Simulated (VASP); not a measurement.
# TaN (Fm-3m) in VASP: notebook

TaN is run at these levels: PBE; tasks: single point.

Everything below comes from runs of VASP 6.6.1. Logs are shortened: lines on timing, memory, paths and dates and some standing lists are left out, and cuts for length are marked.

## Step 1: The cell of the first run

The structure is cubic, space group Fm-3m (No. 225). Conventional cell: a = 4.358 Å, b = 4.358 Å, c = 4.358 Å, α = 90.00°, β = 90.00°, γ = 90.00°. Ta (site symmetry m-3m) has 6 N at 2.18 Å within 2.9 Å. Within 2.9 Å of N (site symmetry m-3m) lie 6 Ta at 2.18 Å.

## Step 2: Single point, PBE

INCAR reads:

```
SYSTEM = TaN
  ALGO = Normal
  EDIFF = 1E-6
  ENCUT = 520
  GGA = PE
  ISIF = 2
  ISMEAR = 0
  LASPH = .TRUE.
  LCHARG = .FALSE.
  LREAL = .FALSE.
  LWAVE = .FALSE.
  NBANDS = 15
  NELM = 60
  PREC = Accurate
  SIGMA = 0.05
```

KPOINTS reads:

```
k-points
0
G
  16 16 16
  0 0 0
```

POSCAR reads:

```
TaN
1.0
    0.0000000000      2.1790000000      2.1790000000
    2.1790000000      0.0000000000      2.1790000000
    2.1790000000      2.1790000000      0.0000000000
Ta N
1 1
Direct
    0.5000000000      0.5000000000      0.5000000000
    0.0000000000      0.0000000000      0.0000000000
```

Potentials or basis: VASP PAW PBE potentials, release 64 (Ta_pv, N).

On the command line:

```bash
cat potpaw_PBE.64/Ta_pv/POTCAR potpaw_PBE.64/N/POTCAR > POTCAR
mpirun -np 1 vasp_std > vasp.out
```

OUTCAR:

```text
SYSTEM = TaN
   EDIFF = 1E-6
   ENCUT = 520
   GGA = PE
   ISIF = 2
   ISMEAR = 0
   LASPH = .TRUE.
   LREAL = .FALSE.
   NELM = 60
   PREC = Accurate

 ion  position               nearest neighbor table
   1  0.500  0.500  0.500-   2 2.18   2 2.18   2 2.18   2 2.18   2 2.18   2 2.18
   2  0.000  0.000  0.000-   1 2.18   1 2.18   1 2.18   1 2.18   1 2.18   1 2.18

  LATTYP: Found a face centered cubic cell.
 ALAT       =     4.3580000000

  Lattice vectors:

 A1 = (   0.0000000000,   2.1790000000,   2.1790000000)
 A2 = (   2.1790000000,   0.0000000000,   2.1790000000)
 A3 = (   2.1790000000,   2.1790000000,   0.0000000000)

Analysis of symmetry for initial positions (statically):
=====================================================================
 Subroutine PRICEL returns:
 Original cell was already a primitive cell.

 Routine SETGRP: Setting up the symmetry group for a
 face centered cubic supercell.

 Subroutine GETGRP returns: Found 48 space group operations
 (whereof 48 operations were pure point group operations)
 out of a pool of 48 trial point group operations.

The static configuration has the point symmetry O_h .

Analysis of symmetry for dynamics (positions and initial velocities):
=====================================================================
 Subroutine PRICEL returns:
 Original cell was already a primitive cell.

 Routine SETGRP: Setting up the symmetry group for a
 face centered cubic supercell.

 Subroutine GETGRP returns: Found 48 space group operations
 (whereof 48 operations were pure point group operations)
 out of a pool of 48 trial point group operations.

The dynamic configuration has the point symmetry O_h .

 Subroutine INISYM returns: Found 48 space group operations
 (whereof 48 operations are pure point group operations),
 and found     1 'primitive' translations

----------------------------------------------------------------------------------------

                                     Primitive cell

  volume of cell :      20.6920

  direct lattice vectors                    reciprocal lattice vectors
     0.000000000  2.179000000  2.179000000    -0.229463056  0.229463056  0.229463056
     2.179000000  0.000000000  2.179000000     0.229463056 -0.229463056  0.229463056
     2.179000000  2.179000000  0.000000000     0.229463056  0.229463056 -0.229463056

  length of vectors
     3.081571352  3.081571352  3.081571352     0.397441672  0.397441672  0.397441672

  position of ions in fractional coordinates (direct lattice)
     0.500000000  0.500000000  0.500000000
     0.000000000  0.000000000  0.000000000

  ion indices of the primitive-cell ions
   primitive index   ion index
                 1           1
                 2           2

----------------------------------------------------------------------------------------

 KPOINTS: k-points

Automatic generation of k-mesh.
 Grid dimensions read from file:
 generate k-points for:   16   16   16

 Generating k-lattice:

  Cartesian coordinates                     Fractional coordinates (reciprocal lattice)
    -0.014341441  0.014341441  0.014341441     0.062500000  0.000000000  0.000000000
     0.014341441 -0.014341441  0.014341441     0.000000000  0.062500000  0.000000000
     0.014341441  0.014341441 -0.014341441     0.000000000  0.000000000  0.062500000

  Length of vectors
     0.024840105  0.024840105  0.024840105

  Shift w.r.t. Gamma in fractional coordinates (k-lattice)
     0.000000000  0.000000000  0.000000000

 Subroutine IBZKPT returns following result:
 ===========================================

 Found    145 irreducible k-points:

 Following reciprocal coordinates:
            Coordinates               Weight
  0.000000  0.000000  0.000000      1.000000
  0.062500  0.000000  0.000000      8.000000
  0.125000  0.000000  0.000000      8.000000
  0.187500  0.000000  0.000000      8.000000
  0.250000  0.000000  0.000000      8.000000
  0.312500  0.000000  0.000000      8.000000
[... 16 lines left out ...]
 -0.125000  0.062500  0.000000     24.000000
 -0.062500  0.062500  0.000000     12.000000
 [... further k-points ...]
   k-points           NKPTS =    145   k-points in BZ     NKDIM =    145   number of bands    NBANDS=     15
   number of dos      NEDOS =    301   number of ions     NIONS =      2
   total plane-waves  NPLWV =  13824
   dimension x,y,z NGX =    24 NGY =   24 NGZ =   24
   dimension x,y,z NGXF=    48 NGYF=   48 NGZF=   48
   ions per type =               1   1
   NGX,Y,Z   is equivalent  to a cutoff of  12.95, 12.95, 12.95 a.u.
   NGXF,Y,Z  is equivalent  to a cutoff of  25.90, 25.90, 25.90 a.u.
 SYSTEM =  TaN
   PREC   = accura    normal or accurate (medium, high low for compatibility)
   ISTART =      0    job   : 0-new  1-cont  2-samecut
   ICHARG =      2    charge: 1-file 2-atom 10-const
   ISPIN  =      1    spin polarized calculation?
   LNONCOLLINEAR =      F non collinear calculations
   LSORBIT =      F    spin-orbit coupling
   LASPH  =      T    aspherical Exc in radial PAW
   ENCUT  =  520.0 eV  38.22 Ry    6.18 a.u.   5.73  5.73  5.73*2*pi/ulx,y,z
   NELM   =     60;   NELMIN=  2; NELMDL= -5     # of ELM steps
   EDIFF  = 0.1E-05   stopping-criterion for ELM
   LREAL  =      F    real-space projection
   EDIFFG = 0.1E-04   stopping-criterion for IOM
   NSW    =      0    number of steps for IOM
   IBRION =     -1    ionic relax: 0-MD 1-quasi-New 2-CG
   NFREE  =      0    steps in history (QN), initial steepest desc. (CG)
   ISIF   =      2    stress and relaxation
   ISYM   =      2    0-nonsym 1-usesym 2-fastsym
   POTIM  = 0.5000    time-step for ionic-motion
   TEBEG  =    0.0;   TEEND  =   0.0 temperature during run
   PSTRESS=    0.0 pullay stress
   NELECT =      16.0000    total number of electrons
   NUPDOWN=      -1.0000    fix difference up-down
   EMIN   =  10.00;   EMAX   =-10.00  energy-range for DOS
   EFERMI =   0.00;   METHOD = LEGACY
   ISMEAR =     0;   SIGMA  =   0.05  broadening in eV -4-tet -1-fermi 0-gaus
   EFERMI_NEDOS =   21; number of points for ismear=-14 and -15
   IALGO  =     38    algorithm
   IMIX   =      4    mixing-type and parameters
     AMIX     =   0.40;   BMIX     =  1.00
     AMIX_MAG =   1.60;   BMIX_MAG =  1.00
  volume/ion in A,a.u.               =      10.35        69.82
  Fermi-wavevector in a.u.,A,eV,Ry     =   1.502615  2.839530 30.719922  2.257851
  Thomas-Fermi vector in A             =   2.613832
   LORBIT       =      0    0 simple, 1 ext, 2 COOP (PROOUT), +10 PAW based schemes
   GGA     = PE    functional components
   LHFCALC =     F    Hartree Fock is set to
   AEXX    =    0.0000 exact exchange contribution
   IVDW    =     0    specifies the selected vdW correction
   LEPSILON=     F    determine dielectric tensor
   LRPA    =     F    only Hartree local field effects (RPA)
 non-spin polarized calculation
 Gauss-broadening in eV      SIGMA  =   0.05
  energy-cutoff  :      520.00
  volume of cell :       20.69
 maximum number of plane-waves:       568
   NGX = 11   NGY = 11   NGZ = 11

 number of electron      16.0000000 magnetization

 Free energy of the ion-electron system (eV)
  ---------------------------------------------------
  ext. energy  EPLUGINS =         0.00000000
  ---------------------------------------------------
  free energy    TOTEN  =       -21.78109902 eV

  energy without entropy =      -21.77924085  energy(sigma->0) =      -21.78016993

 E-fermi :   9.8585     XC(G=0): -13.5896

 val. band max:        9.8547922298   @ k =  -0.3125   0.3125   0.1250
 cond. band min:       9.8617396303   @ k =  -0.4375   0.1875   0.0000
 fundamental gap:      0.0069474005
 Fermi energy:         9.8585042094

 k-point     1 :       0.0000    0.0000    0.0000
  band No.  band energies     occupation
      1     -25.8649      2.00000
      2     -25.8649      2.00000
      3     -25.8649      2.00000
      4      -9.2321      2.00000
      5       5.9522      2.00000
      6       5.9522      2.00000
      7       5.9522      2.00000
      8       7.6766      2.00000
      9       7.6766      2.00000
     10       7.6766      2.00000
     11       9.9299      0.04333
     12       9.9299      0.04333
     13      11.6159      0.00000
     14      19.2755      0.00000
     15      22.2845      0.00000

 k-point     2 :       0.0625    0.0000    0.0000
  band No.  band energies     occupation
      1     -25.9040      2.00000
      2     -25.8683      2.00000
      3     -25.8683      2.00000
      4      -9.1316      2.00000
      5       5.4316      2.00000
      6       5.5989      2.00000
      7       5.5989      2.00000
      8       7.8402      2.00000
      9       7.8402      2.00000
     10       7.9133      2.00000
     11      10.3367      0.00000
     12      10.3367      0.00000
     13      11.9049      0.00000
     14      19.5817      0.00000
     15      22.2844      0.00000

 k-point     3 :       0.1250    0.0000    0.0000
  band No.  band energies     occupation
      1     -26.0140      2.00000
      2     -25.8782      2.00000
      3     -25.8782      2.00000
      4      -8.8417      2.00000
      5       4.3769      2.00000
      6       4.8700      2.00000
      7       4.8700      2.00000
      8       8.2206      2.00000
      9       8.2206      2.00000
     10       8.2654      2.00000
     11      11.3245      0.00000
     12      11.3245      0.00000
     13      12.6451      0.00000
     14      20.4307      0.00000
     15      22.2841      0.00000
[... 343 lines left out ...]
 k-point    23 :      -0.1250    0.0625    0.0000
  band No.  band energies     occupation
      1     -26.0778      2.00000
      2     -25.9127      2.00000
      3     -25.8734      2.00000
      4      -8.6339      2.00000
      5       3.7105      2.00000
      6       4.2996      2.00000
      7       4.7921      2.00000
      8       8.1628      2.00000
      9       8.3892      2.00000
     10       9.0085      2.00000
     11      11.0042      0.00000
     12      12.4595      0.00000
     13      13.3071      0.00000
     14      21.0282      0.00000
     15      22.2837      0.00000

 k-point    24 :      -0.0625    0.0625    0.0000
  band No.  band energies     occupation
      1     -25.9582      2.00000
      2     -25.8893      2.00000
      3     -25.8671      2.00000
      4      -8.9701      2.00000
      5       4.7211      2.00000
      6       5.0330      2.00000
      7       5.3879      2.00000
      8       7.8568      2.00000
      9       8.0828      2.00000
     10       8.4072      2.00000
     11      10.3763      0.00000
     12      11.2550      0.00000
     13      12.4144      0.00000
     14      20.0681      0.00000
     15      22.2842      0.00000

 [... further k-points ...]
[... 5 lines left out ...]
  --------------------------------------------------------------------------------------
  -------------------------------------------------------------------------------------
  Total        2.0084014      2.0084014      2.0084014     -0.0000000     -0.0000000      0.0000000
  in kB      155.5103885    155.5103885    155.5103885     -0.0000000     -0.0000000      0.0000000
  external PRESSURE =     155.5103885 kB  Pullay stress =       0.0000000 kB

 VOLUME and BASIS-vectors are now :
 -----------------------------------------------------------------------------
  energy-cutoff  :      520.00
  volume of cell :       20.69
      direct lattice vectors                 reciprocal lattice vectors
     0.000000000  2.179000000  2.179000000    -0.229463056  0.229463056  0.229463056
     2.179000000  0.000000000  2.179000000     0.229463056 -0.229463056  0.229463056
     2.179000000  2.179000000  0.000000000     0.229463056  0.229463056 -0.229463056

 POSITION                                       TOTAL-FORCE (eV/Angst)
 -----------------------------------------------------------------------------------
      2.17900      2.17900      2.17900        -0.000000      0.000000      0.000000
      0.00000      0.00000      0.00000         0.000000     -0.000000     -0.000000
 -----------------------------------------------------------------------------------
    total drift:                                0.000000     -0.000000     -0.000000

  FREE ENERGIE OF THE ION-ELECTRON SYSTEM (eV)
  ---------------------------------------------------
  free  energy   TOTEN  =       -21.7810990190 eV

  energy  without entropy=      -21.7792408508  energy(sigma->0) =      -21.78016993
```

Wall time 16 s (1 thread of Intel Xeon Platinum 8488C (Sapphire Rapids), shared host); peak memory 0.17 GiB.

Results:

```yaml
Free_energy: -21.7811 eV
Pressure: 15.6 GPa
Band_gap_on_the_k_mesh: zero (band 8 reaches 11.85 eV, above the bottom of band 9 at 7.68 eV)
```

Caveat: spin-orbit coupling is left out, which moves the levels of the heavy elements.

## Step 3: Single point, PBE

INCAR reads:

```
SYSTEM = TaN
  ALGO = Normal
  EDIFF = 1E-6
  ENCUT = 600
  GGA = PE
  GGA_COMPAT = .FALSE.
  ISIF = 2
  ISMEAR = 0
  LASPH = .TRUE.
  LCHARG = .FALSE.
  LREAL = .FALSE.
  LWAVE = .FALSE.
  NBANDS = 16
  NELM = 120
  PREC = Accurate
  SIGMA = 0.05
```

KPOINTS is that of step 2.

POSCAR is that of step 2.

Potentials or basis: VASP PAW PBE potentials, release 64 (Ta_sv_GW, N).

On the command line:

```bash
cat potpaw_PBE.64/Ta_sv_GW/POTCAR potpaw_PBE.64/N/POTCAR > POTCAR
mpirun -np 1 vasp_std > vasp.out
```

It took 53 s on 1 thread of Intel Xeon Platinum 8375C at 2.90GHz (Ice Lake), shared host; peak memory 0.21 GiB.

Results (log left out):

| Quantity | Value |
| --- | --- |
| Free energy | -24.3141 eV |
| Pressure | 14.6 GPa |
| Band gap on the k mesh | zero (band 9 reaches 16.24 eV, above the bottom of band 10 at 12.07 eV) |

Levels at points of the mesh, in eV from the Fermi level:
| k point | band 7 | band 8 | band 9 | band 10 | band 11 | band 12 |
| --- | --- | --- | --- | --- | --- | --- |
| (0.00, 0.00, 0.00) | -3.91 | -3.91 | -2.17 | -2.17 | -2.17 | 0.08 |
| (0.50, 0.00, 0.00) | -7.78 | -7.78 | 2.00 | 2.00 | 2.08 | 3.88 |
| (0.50, 0.50, 0.00) | -5.65 | -4.70 | -4.70 | 2.22 | 3.72 | 3.72 |

Caveat: spin-orbit coupling is left out, which moves the levels of the heavy elements.
